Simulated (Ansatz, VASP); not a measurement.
# One calculation of BaTiO3, two programs

```
CELL_PARAMETERS angstrom
3.98410 0.00000 0.00000
0.00000 2.83705 2.81734
0.00000 -2.83705 2.81734
ATOMIC_POSITIONS crystal
Ba 0.00000 0.00000 0.00000
Ti 0.50000 0.50790 0.50790
O 0.00000 0.49210 0.49210
O 0.50000 0.50251 0.99371
O 0.50000 0.99371 0.50251
```

Change from the starting cell: zz strain of -1 %.

Alike in both runs: task single point; functional PBE; k mesh 8 × 8 × 8; occupations fermi-dirac, width 0.05 eV; no spin polarisation.

```csv
,VASP,Ansatz
version,VASP 6.6.1,Ansatz 0.2.0
potentials or method,"VASP PAW PBE potentials, release 64 (Ba_sv, Ti_sv, O), cutoff 520 eV","all-electron LAPW, scalar-relativistic"
```

|  | VASP | Ansatz | Ansatz less VASP |
| --- | --- | --- | --- |
| gap on the k mesh at the Fermi level (eV) | 1.82 | 1.88 | +0.058 |
| pressure (GPa) | 5.5 | 3.7 | -1.83 |
| traceless stress, the component that is largest in VASP (GPa) | -0.92 | -0.89 | +0.029 |
| rms of the force components (eV/Å) | 0.074 | 0.078 | +0.0042 |

Atom by atom the forces differ by 0.010 eV/Å (rms over components). Ansatz ran all-electron here, and VASP with PAW potentials.

Spin-orbit coupling is off throughout.
